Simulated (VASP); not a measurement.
Runs of VASP 6.6.1 on Rb. The structure is that of space group Pm-3m (No. 221), or close to it. The cells are those of the table. 

```csv
cell,k mesh,gap on the mesh (eV),pressure (GPa)
"a = 4.548 Å, 1 atom",11 × 11 × 11,none,0.0
"a = 4.548 Å, 1 atom",8 × 8 × 8,none,0.0
"a = 4.723 Å, 1 atom",8 × 8 × 8,none,-0.2
"a = 4.423 Å, 1 atom",8 × 8 × 8,none,0.2
"a = 4.608 Å, 1 atom",8 × 8 × 8,none,(a)
```

Alike in all rows: task single point; level PBEsol; potentials or basis VASP PAW PBE potentials, release 64 (Rb_sv); no spin polarisation; cutoff (eV) 520; smearing fermi-dirac 0.1 eV.

Problem. Fill in the values left out.

Solution. (a) -0.1.

Caveats: the PAW data sets were made with another functional, which shifts forces and pressure a little.

A k mesh can miss the band edges, and the runs leave out spin-orbit coupling on Rb.

A gap of «none» marks levels without a gap at the run's occupations.
